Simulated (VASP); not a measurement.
A run of VASP 6.6.1 is set up as follows.

File INCAR:

```
SYSTEM = CsH
ALGO = Normal
EDIFF = 1E-6
ENCUT = 520
GGA = CA
ISIF = 2
ISMEAR = 0
LASPH = .True.
LCHARG = .True.
LELF = .True.
LREAL = .False.
LVHAR = .True.
LWAVE = .False.
NBANDS = 12
NELM = 100
PREC = Accurate
SIGMA = 0.01
```

Contents of KPOINTS:

```
k-points
0
Gamma
  5 5 5
  0 0 0
```

File POSCAR:

```
CsH
1.0
    3.7404604138      0.0000000000      0.0000000000
    0.0000000000      3.7404604138      0.0000000000
    0.0000000000      0.0000000000      3.7404604138
Cs H
1 1
Direct
    0.0000000000      0.0000000000      0.0000000000
    0.5000000000      0.5000000000      0.5000000000
```

Potentials or basis: VASP PAW LDA potentials, release 64 (Cs_sv, H).

Launch:

```bash
$ cat potpaw_LDA.64/Cs_sv/POTCAR potpaw_LDA.64/H/POTCAR > POTCAR
$ mpirun -np 1 vasp_std > vasp.out
```

Problem. Estimate the band gap on the k mesh.

Solution. 3.20 eV, direct.

Problem. Estimate the pressure.

Solution. -1.2 GPa.

Caveat: spin-orbit coupling is left out, which moves the levels of the heavy elements. As with any semilocal functional, this LDA gap is likely too small.
